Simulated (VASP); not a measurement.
Input of a VASP 6.6.1 run:

File POSCAR:

```
NbSi
1.0
    3.1445500738      0.0000000000      0.0000000000
    0.0000000000      3.1445500738      0.0000000000
    0.0000000000      0.0000000000      3.1445500738
Nb Si
1 1
Direct
    0.0000000000      0.0000000000      0.0000000000
    0.5000000000      0.5000000000      0.5000000000
```

INCAR.step1

```
PREC = Accurate ; ENCUT = 520
ISMEAR = -1 ; SIGMA = 0.05
LREAL = False ; LASPH = True
NELM = 100 ; NBANDS = 16
GGA = PE ; ALGO = Normal
EDIFF = 1E-4 ; LWAVE = True
LCHARG = False
```

INCAR.step2

```
PREC = Accurate ; ENCUT = 520
EDIFF = 1E-6 ; ISMEAR = -1
SIGMA = 0.05 ; LREAL = False
LASPH = True ; NELM = 100
ALGO = Normal ; ISIF = 2
LWAVE = False ; LCHARG = False
METAGGA = R2SCAN ; LMIXTAU = True
NBANDS = 16 ; ISTART = 1
```

KPOINTS

```
Automatic mesh
0
Gamma
  8 8 8
```

Potentials or basis: VASP PAW PBE potentials, release 64 (Nb_sv, Si).

The run is started by

```console
$ cat potpaw_PBE.64/Nb_sv/POTCAR potpaw_PBE.64/Si/POTCAR > POTCAR
$ cp INCAR.step1 INCAR
$ mpirun -np 1 vasp_std > vasp.out
$ cp INCAR.step2 INCAR
$ mpirun -np 1 vasp_std > vasp.out
```

(1) Estimate the pressure.

Results:

(1) -0.2 GPa.

Caveat: the PAW data sets were made with another functional, which shifts forces and pressure a little.
